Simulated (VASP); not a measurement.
Runs of VASP 6.6.1 on TaN. The structure is that of space group Fm-3m (No. 225), or close to it. The cells are those of the table. 

```csv
cell,gap on the mesh (eV),pressure (GPa)
"a = 3.122 Å, angles 60.0°, 2 atoms",none,-8.4
"a = 3.029 Å, angles 60.0°, 2 atoms",none,(b)
"a = 3.061 Å, angles 60.0°, 2 atoms",none,(a)
"a = 3.152 Å, angles 60.0°, 2 atoms",none,-16.9
"a = 3.092 Å, angles 60.0°, 2 atoms",none,1.7
```

Alike in all rows: task single point; level PBEsol; potentials or basis VASP PAW PBE potentials, release 64 (Ta_pv, N); no spin polarisation; k mesh 11 × 11 × 11; cutoff (eV) 600; smearing methfessel-paxton 0.15 eV.

Problem. Fill in the values left out.

Solution. (a) 13.5; (b) 27.3.

Caveats: the PAW data sets were made with another functional, which shifts forces and pressure a little; spin-orbit coupling is left out, which moves the levels of the heavy elements.

A k mesh can miss the band edges, and the runs leave out spin-orbit coupling on Ta.

A gap of «none» marks levels without a gap at the run's occupations.
